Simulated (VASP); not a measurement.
# SrCl2 (P-3m1) in VASP: further runs

The runs below take SrCl2 through single point, with PBE, r2SCAN.

Program: VASP 6.6.1. These are calculated values, not measurements. Logs are shortened: lines on timing, memory, paths and dates and some standing lists are left out, and cuts for length are marked.

## 1. The cell of the first run

It takes space group P-3m1 (No. 164, trigonal). Conventional cell: a = 4.407 Å, b = 4.407 Å, c = 5.596 Å, α = 90.00°, β = 90.00°, γ = 120.00°. Sr (site symmetry -3m) has 6 Cl at 2.90 Å within 3.8 Å. Cl (site symmetry 3m) has 3 Sr at 2.90 Å and 6 Cl at 3.77 to 3.79 Å within 3.8 Å.

## 2. Single point, PBE

File INCAR:

```
SYSTEM = SrCl2
PREC = Accurate
ENCUT = 520
EDIFF = 1E-6
ISMEAR = 0
SIGMA = 0.01
LREAL = .FALSE.
LASPH = .TRUE.
NELM = 80
ALGO = Normal
ISIF = 2
LWAVE = .FALSE.
LCHARG = .TRUE.
GGA = PE
LELF = .TRUE.
LVHAR = .TRUE.
NBANDS = 19
```

File KPOINTS:

```
Automatic mesh
0
G
  6 6 4
  0 0 0
```

File POSCAR:

```
SrCl2
1.0
    4.4072489055      0.0000000000      0.0000000000
   -2.2036244528      3.8167895130      0.0000000000
    0.0000000000      0.0000000000      5.5960650195
Sr Cl
1 2
Direct
    0.0000000000      0.0000000000      0.0000000000
    0.3333333333      0.6666666667      0.2486950203
    0.6666666667      0.3333333333      0.7513049797
```

Potentials or basis: VASP PAW PBE potentials, release 64 (Sr_sv, Cl).

Launch:

```console
$ cat potpaw_PBE.64/Sr_sv/POTCAR potpaw_PBE.64/Cl/POTCAR > POTCAR
$ mpirun -np 1 vasp_std > vasp.out
```

OUTCAR:

```text
SYSTEM = SrCl2
   PREC = Accurate
   ENCUT = 520
   EDIFF = 1E-6
   ISMEAR = 0
   LREAL = .FALSE.
   LASPH = .TRUE.
   NELM = 80
   ISIF = 2
   GGA = PE

 ion  position               nearest neighbor table
   1  0.000  0.000  0.000-   2 2.90   3 2.90   3 2.90   2 2.90   3 2.90   2 2.90
   2  0.333  0.667  0.249-   1 2.90   1 2.90   1 2.90
   3  0.667  0.333  0.751-   1 2.90   1 2.90   1 2.90

  LATTYP: Found a hexagonal cell.
 ALAT       =     4.4072489055
 C/A-ratio  =     1.2697410878

  Lattice vectors:

 A1 = (   4.4072489055,   0.0000000000,   0.0000000000)
 A2 = (  -2.2036244528,   3.8167895130,   0.0000000000)
 A3 = (   0.0000000000,   0.0000000000,   5.5960650195)

Analysis of symmetry for initial positions (statically):
=====================================================================
 Subroutine PRICEL returns:
 Original cell was already a primitive cell.

 Routine SETGRP: Setting up the symmetry group for a
 hexagonal supercell.

 Subroutine GETGRP returns: Found 12 space group operations
 (whereof 12 operations were pure point group operations)
 out of a pool of 24 trial point group operations.

The static configuration has the point symmetry D_3d.

Analysis of symmetry for dynamics (positions and initial velocities):
=====================================================================
 Subroutine PRICEL returns:
 Original cell was already a primitive cell.

 Routine SETGRP: Setting up the symmetry group for a
 hexagonal supercell.

 Subroutine GETGRP returns: Found 12 space group operations
 (whereof 12 operations were pure point group operations)
 out of a pool of 24 trial point group operations.

The dynamic configuration has the point symmetry D_3d.

 Subroutine INISYM returns: Found 12 space group operations
 (whereof 12 operations are pure point group operations),
 and found     1 'primitive' translations

----------------------------------------------------------------------------------------

                                     Primitive cell

  volume of cell :      94.1344

  direct lattice vectors                    reciprocal lattice vectors
     4.407248906  0.000000000  0.000000000     0.226898916  0.131000150  0.000000000
    -2.203624453  3.816789513  0.000000000     0.000000000  0.262000301  0.000000000
     0.000000000  0.000000000  5.596065020     0.000000000  0.000000000  0.178696994

  length of vectors
     4.407248906  4.407248906  5.596065020     0.262000301  0.262000301  0.178696994

[... 80 lines left out ...]
   NELM   =     80;   NELMIN=  2; NELMDL= -5     # of ELM steps
   EDIFF  = 0.1E-05   stopping-criterion for ELM
   LREAL  =      F    real-space projection
   EDIFFG = 0.1E-04   stopping-criterion for IOM
   NSW    =      0    number of steps for IOM
   IBRION =     -1    ionic relax: 0-MD 1-quasi-New 2-CG
   NFREE  =      0    steps in history (QN), initial steepest desc. (CG)
   ISIF   =      2    stress and relaxation
   ISYM   =      2    0-nonsym 1-usesym 2-fastsym
   POTIM  = 0.5000    time-step for ionic-motion
   TEBEG  =    0.0;   TEEND  =   0.0 temperature during run
   PSTRESS=    0.0 pullay stress
   NELECT =      24.0000    total number of electrons
   NUPDOWN=      -1.0000    fix difference up-down
   EMIN   =  10.00;   EMAX   =-10.00  energy-range for DOS
   EFERMI =   0.00;   METHOD = LEGACY
   ISMEAR =     0;   SIGMA  =   0.01  broadening in eV -4-tet -1-fermi 0-gaus
   EFERMI_NEDOS =   21; number of points for ismear=-14 and -15
   IALGO  =     38    algorithm
   IMIX   =      4    mixing-type and parameters
     AMIX     =   0.40;   BMIX     =  1.00
     AMIX_MAG =   1.60;   BMIX_MAG =  1.00
  volume/ion in A,a.u.               =      31.38       211.75
  Fermi-wavevector in a.u.,A,eV,Ry     =   1.038076  1.961679 14.661657  1.077601
  Thomas-Fermi vector in A             =   2.172543
   LORBIT       =      0    0 simple, 1 ext, 2 COOP (PROOUT), +10 PAW based schemes
   GGA     = PE    functional components
   LHFCALC =     F    Hartree Fock is set to
   AEXX    =    0.0000 exact exchange contribution
   IVDW    =     0    specifies the selected vdW correction
   LEPSILON=     F    determine dielectric tensor
   LRPA    =     F    only Hartree local field effects (RPA)
 non-spin polarized calculation
 Gauss-broadening in eV      SIGMA  =   0.01
  energy-cutoff  :      520.00
  volume of cell :       94.13
 maximum number of plane-waves:      2570
 NGX is ok and might be reduce to    36
   NGX = 17   NGY = 17   NGZ = 21

 number of electron      24.0000002 magnetization

 Free energy of the ion-electron system (eV)
  ---------------------------------------------------
  ext. energy  EPLUGINS =         0.00000000
  ---------------------------------------------------
  free energy    TOTEN  =       -12.59938774 eV

  energy without entropy =      -12.59938774  energy(sigma->0) =      -12.59938774

 E-fermi :  -0.6046     XC(G=0):  -7.7966

 val. band max:       -0.7484505447   @ k =   0.0000   0.0000   0.0000
 cond. band min:       4.4103378216   @ k =   0.0000   0.0000   0.0000
 fundamental gap:      5.1587883663
 Fermi energy:        -0.6046030388

 k-point     1 :       0.0000    0.0000    0.0000
  band No.  band energies     occupation
      1     -33.4157      2.00000
      2     -15.6858      2.00000
      3     -15.3900      2.00000
      4     -15.3900      2.00000
      5     -13.6748      2.00000
      6     -12.9640      2.00000
[... 505 lines left out ...]
      6     -13.1558      2.00000
[... 11 lines left out ...]
     18       8.0237      0.00000
     19       9.2497      0.00000

------------------------ aborting loop because EDIFF is reached ----------------------------------------

  FORCE on cell =-STRESS in cart. coord.  units (eV):
  Direction    XX          YY          ZZ          XY          YZ          ZX
  --------------------------------------------------------------------------------------
  -------------------------------------------------------------------------------------
  Total        0.7525030      0.7525030      0.7696993     -0.0000000      0.0000000     -0.0000000
  in kB       12.8076752     12.8076752     13.1003566     -0.0000000      0.0000000     -0.0000000
  external PRESSURE =      12.9052357 kB  Pullay stress =       0.0000000 kB

 VOLUME and BASIS-vectors are now :
 -----------------------------------------------------------------------------
  energy-cutoff  :      520.00
  volume of cell :       94.13
      direct lattice vectors                 reciprocal lattice vectors
     4.407248906  0.000000000  0.000000000     0.226898916  0.131000150  0.000000000
    -2.203624453  3.816789513  0.000000000     0.000000000  0.262000301  0.000000000
     0.000000000  0.000000000  5.596065020     0.000000000  0.000000000  0.178696994

 POSITION                                       TOTAL-FORCE (eV/Angst)
 -----------------------------------------------------------------------------------
      0.00000      0.00000      0.00000        -0.000000      0.000000      0.000000
     -0.00000      2.54453      1.39171        -0.000000     -0.000000      0.024355
      2.20362      1.27226      4.20435         0.000000      0.000000     -0.024355
 -----------------------------------------------------------------------------------
    total drift:                                0.000000      0.000000     -0.000000

  FREE ENERGIE OF THE ION-ELECTRON SYSTEM (eV)
  ---------------------------------------------------
  free  energy   TOTEN  =       -12.5993877353 eV

  energy  without entropy=      -12.5993877353  energy(sigma->0) =      -12.59938774
```

OSZICAR:

```text
N       E                     dE             d eps       ncg     rms          rms(c)
DAV:   1     0.144744720905E+03    0.14474E+03   -0.11289E+04   912   0.112E+03
DAV:   2    -0.268810684427E+01   -0.14743E+03   -0.14299E+03  1201   0.219E+02
DAV:   3    -0.125162915652E+02   -0.98282E+01   -0.97975E+01  1130   0.575E+01
DAV:   4    -0.129445664618E+02   -0.42827E+00   -0.42781E+00  1658   0.984E+00
DAV:   5    -0.129462743393E+02   -0.17079E-02   -0.17078E-02  1224   0.673E-01    0.156E+01
DAV:   6    -0.125802699846E+02    0.36600E+00   -0.77745E-01  1032   0.465E+00    0.982E+00
DAV:   7    -0.125964117139E+02   -0.16142E-01   -0.56356E-01  1206   0.421E+00    0.188E+00
DAV:   8    -0.125967581749E+02   -0.34646E-03   -0.73530E-02  1021   0.148E+00    0.592E-01
DAV:   9    -0.125977209034E+02   -0.96273E-03   -0.25746E-03  1182   0.319E-01    0.221E-01
DAV:  10    -0.125991077135E+02   -0.13868E-02   -0.95908E-04   992   0.183E-01    0.393E-02
DAV:  11    -0.125993183274E+02   -0.21061E-03   -0.11449E-04  1130   0.620E-02    0.275E-02
DAV:  12    -0.125993759366E+02   -0.57609E-04   -0.39903E-05  1025   0.369E-02    0.955E-03
DAV:  13    -0.125993871923E+02   -0.11256E-04   -0.12033E-05  1116   0.204E-02    0.433E-03
DAV:  14    -0.125993877353E+02   -0.54299E-06   -0.66314E-07   999   0.488E-03
   1 F= -.12599388E+02 E0= -.12599388E+02  d E =-.535048E-94
```

It took 66 s on 1 thread of AMD EPYC 7R13, shared host; peak memory 0.2 GiB.

What came out:

```yaml
Free_energy: -12.5994 eV
Pressure: 1.3 GPa
Largest_force: 0.024 eV/Å
Band_gap_on_the_k_mesh: 5.16 eV
```

Forces in eV/Å, atoms in the order of the input:
```
Sr   0.000  0.000  0.000
Cl   0.000  0.000  0.024
Cl   0.000  0.000 -0.024
```

## 3. Single point, PBE

File INCAR:

```
ALGO     = Normal         # electronic algorithm
EDIFF    = 1E-6           # SCF threshold, eV
ENCUT    = 520            # plane-wave cutoff, eV
GGA      = PE             # functional
ISIF     = 2              # what is computed and relaxed
ISMEAR   = 0              # smearing method
LASPH    = True           # aspherical terms in the spheres
LCHARG   = False          # write CHGCAR
LREAL    = False          # projectors in reciprocal space
LWAVE    = False          # write WAVECAR
NBANDS   = 19             # bands
NELM     = 100            # most SCF steps
PREC     = Accurate       # precision mode
SIGMA    = 0.01           # smearing width, eV
```

File KPOINTS:

```
k-points
0
Gamma
  6 6 4
```

POSCAR is that of step 2.

Potentials or basis: VASP PAW PBE potentials, release 64 (Sr_sv, Cl).

Launch:

```console
$ cat potpaw_PBE.64/Sr_sv/POTCAR potpaw_PBE.64/Cl/POTCAR > POTCAR
$ mpirun -np 1 vasp_std > vasp.out
```

It took 54 s on 1 thread of AMD EPYC 7R13, shared host; peak memory 0.2 GiB.

It converged, with:

| Quantity | Value |
| --- | --- |
| Free energy | -12.5994 eV |
| Pressure | 1.3 GPa |
| Largest force | 0.024 eV/Å |
| Band gap on the k mesh | 5.16 eV |

Forces on the atoms (eV/Å):
```
Sr   0.000  0.000  0.000
Cl   0.000  0.000  0.024
Cl   0.000  0.000 -0.024
```

Levels at points of the mesh, in eV from the valence-band top:
| k point | band 10 | band 11 | band 12 | band 13 | band 14 | band 15 |
| --- | --- | --- | --- | --- | --- | --- |
| (0.00, 0.00, 0.00) | -0.45 | -0.45 | 0.00 | 5.16 | 6.69 | 6.69 |
| (0.50, 0.00, 0.00) | -0.96 | -0.94 | -0.80 | 5.46 | 7.00 | 8.09 |
| (0.00, 0.00, 0.50) | -0.94 | -0.63 | -0.63 | 6.43 | 6.43 | 6.62 |
| (0.50, 0.00, 0.50) | -0.76 | -0.57 | -0.29 | 6.14 | 7.53 | 7.82 |

A k mesh can miss the band edges.

## 4. Single point, r2SCAN

POSCAR is that of step 3.

File INCAR.step1:

```
SYSTEM = SrCl2
PREC     = Accurate       ! precision mode
ENCUT    = 520            ! plane-wave cutoff, eV
ISMEAR   = 0              ! smearing method
SIGMA    = 0.01           ! smearing width, eV
LREAL    = .FALSE.        ! projectors in reciprocal space
LASPH    = .TRUE.         ! aspherical terms in the spheres
NELM     = 100            ! most SCF steps
NBANDS   = 19             ! bands
GGA      = PE             ! functional
ALGO     = Normal         ! electronic algorithm
EDIFF    = 1E-4           ! SCF threshold, eV
LWAVE    = .TRUE.         ! write WAVECAR
LCHARG   = .FALSE.        ! write CHGCAR
```

File INCAR.step2:

```
SYSTEM = SrCl2
PREC     = Accurate       ! precision mode
ENCUT    = 520            ! plane-wave cutoff, eV
EDIFF    = 1E-7           ! SCF threshold, eV
ISMEAR   = 0              ! smearing method
SIGMA    = 0.01           ! smearing width, eV
LREAL    = .FALSE.        ! projectors in reciprocal space
LASPH    = .TRUE.         ! aspherical terms in the spheres
NELM     = 100            ! most SCF steps
ALGO     = Normal         ! electronic algorithm
ISIF     = 2              ! what is computed and relaxed
LWAVE    = .FALSE.        ! write WAVECAR
LCHARG   = .FALSE.        ! write CHGCAR
METAGGA  = R2SCAN         ! meta-GGA
LMIXTAU  = .TRUE.       
NBANDS   = 19             ! bands
ISTART   = 1
```

File KPOINTS:

```
Automatic mesh
0
G
  6 6 4
  0 0 0
```

Launch:

```console
$ cat potpaw_PBE.64/Sr_sv/POTCAR potpaw_PBE.64/Cl/POTCAR > POTCAR
$ cp INCAR.step1 INCAR
$ mpirun -np 1 vasp_std > vasp.out
$ cp INCAR.step2 INCAR
$ mpirun -np 1 vasp_std > vasp.out
```

It took 4.8 min on 1 thread of AMD EPYC 7R13, shared host; peak memory 0.22 GiB.

The run converged. Its results:

```yaml
Free_energy: -35.4326 eV
Pressure: 0.7 GPa
Largest_force: 0.014 eV/Å
Band_gap_on_the_k_mesh: 5.79 eV
```

Forces on the atoms (eV/Å):
```
Sr   0.000  0.000  0.000
Cl   0.000  0.000  0.014
Cl   0.000  0.000 -0.014
```

Levels at points of the mesh, in eV from the valence-band top:
| k point | band 9 | band 10 | band 11 | band 12 | band 13 | band 14 | band 15 | band 16 |
| --- | --- | --- | --- | --- | --- | --- | --- | --- |
| (0.00, 0.00, 0.00) | -1.46 | -0.47 | -0.47 | 0.00 | 5.79 | 7.31 | 7.31 | 8.06 |
| (0.50, 0.00, 0.00) | -0.99 | -0.98 | -0.95 | -0.80 | 5.98 | 7.56 | 8.71 | 8.82 |
| (0.00, 0.00, 0.50) | -1.28 | -0.95 | -0.65 | -0.65 | 7.04 | 7.04 | 7.29 | 7.78 |
| (0.50, 0.00, 0.50) | -1.25 | -0.78 | -0.56 | -0.30 | 6.72 | 8.21 | 8.32 | 8.70 |

Caveat: the PAW data sets were made with another functional, which shifts forces and pressure a little.
